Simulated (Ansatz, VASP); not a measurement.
## Two plane-wave programs on TiO2

```
Ti O
1.0
     5.70216    0.00000    0.00000
    -2.85108    4.93822    0.00000
     0.00000    0.00000    6.26058
Ti O
3 6
Cartesian
  2.8227 0.0000 2.0869
  -1.4114 2.4445 4.1737
  1.4397 2.4937 0.0000
  1.7923 1.0960 1.0877
  3.8569 1.0042 3.1746
  2.9041 2.8381 5.2614
  0.0530 2.1002 5.1729
  -1.0588 3.8422 3.0860
  1.0058 3.9340 0.9991
```

Alike in both runs: functional PBEsol; k mesh 6 × 6 × 4; occupations gaussian, width 0.02 eV; no spin polarisation.

Ansatz relaxed the structure, and its values are those at the end. VASP's run is a single point on that final structure, the one shown.

```csv
,VASP,Ansatz
version,VASP 6.6.1,Ansatz 0.2.0
potentials or method,"VASP PAW PBE potentials, release 64 (Ti_sv, O), cutoff 520 eV","scalar-relativistic, plane waves, PAW"
valence electrons in the cell,72,72
```

Ansatz gave:

```
gap on the k mesh at the Fermi level (eV) : 3.44
least direct gap on the mesh (eV)         : 3.52
pressure (GPa)                            : 0.0
rms of the force components (eV/Å)        : 0.001
```

Question: Which values does VASP return?

Answer: gap on the k mesh at the Fermi level (eV): 3.41; least direct gap on the mesh (eV): 3.49; pressure (GPa): 0.5; rms of the force components (eV/Å): 0.015.

VASP's potentials were made for PBE, not for PBEsol.
